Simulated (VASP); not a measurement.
Wanted: the native input for a VASP 6.6.1 run.

```
Task                   : single point
Functional             : PBE
Potentials or basis    : VASP PAW PBE potentials, release 64 (Sr_sv, Ti_sv, O)
Cutoff                 : 520 eV
k mesh                 : 6 × 6 × 6
Occupations            : gaussian, width 0.1 eV
Spin                   : no spin polarisation
Dipole correction      : no
Further INCAR settings : ALGO = Normal; EDIFF = 1e-06; NBANDS = 28
```

The structure of SrTiO3 lies in POSCAR:

```
SrTiO3
1.0
    3.9127013100      0.0000000000      0.0000000000
    0.0000000000      3.9127013100      0.0000000000
    0.0000000000      0.0000000000      3.9127013100
Sr Ti O
1 1 3
Direct
    0.0000000000      0.0000000000      0.0000000000
    0.5000000000      0.5000000000      0.5000000000
    0.5000000000      0.0000000000      0.5000000000
    0.5000000000      0.5000000000      0.0000000000
    0.0000000000      0.5000000000      0.5000000000
```

The input as run:

INCAR

```
  ALGO = Normal
  EDIFF = 1E-6
  ENCUT = 520
  GGA = PE
  ISIF = 2
  ISMEAR = 0
  LASPH = T
  LCHARG = F
  LREAL = F
  LWAVE = F
  NBANDS = 28
  NELM = 100
  PREC = Accurate
  SIGMA = 0.1
```

KPOINTS

```
k-points
0
Gamma
  6 6 6
```

Potentials or basis: VASP PAW PBE potentials, release 64 (Sr_sv, Ti_sv, O).

Command:

```bash
$ cat potpaw_PBE.64/Sr_sv/POTCAR potpaw_PBE.64/Ti_sv/POTCAR potpaw_PBE.64/O/POTCAR > POTCAR
$ mpirun -np 1 vasp_std > vasp.out
```

It gave:

- Pressure: 3.9 GPa
- Band gap on the k mesh: 1.84 eV, indirect (least direct gap 2.20 eV)

Run time: 30 s on 1 thread of Intel(R) Xeon(R) Platinum 8375C CPU @ 2.90GHz (Ice Lake), with other jobs on the host, peak memory 0.19 GiB.
